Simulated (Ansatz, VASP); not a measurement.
## Nb in VASP and in Ansatz

```
CELL_PARAMETERS angstrom
2.66560 0.00000 0.00000
0.00000 2.66560 0.00000
0.00000 0.00000 2.66560
ATOMIC_POSITIONS crystal
Nb 0.00000 0.00000 0.00000
```

Alike in both runs: task single point; functional LDA; k mesh 12 × 12 × 12; occupations fermi-dirac, width 0.1 eV; non-collinear spin, spin-orbit coupling.

|  | VASP | Ansatz |
| --- | --- | --- |
| version | VASP 6.6.1 | Ansatz 0.2.0 |
| potentials or method | VASP PAW LDA potentials, release 64 (Nb_sv), cutoff 520 eV | plane waves (420 eV) with PAW, fully relativistic with spin-orbit coupling |
| valence electrons in the cell | 13 | 13 |

```tsv
	VASP	Ansatz	Ansatz less VASP
net moment per atom (μB)	0.00	0.00	0.000
```

Ansatz warns that its potentials were made for another functional, while VASP's fit it. LDA's correlation is that of Perdew and Zunger in VASP and of Perdew and Wang (1992) in Ansatz.
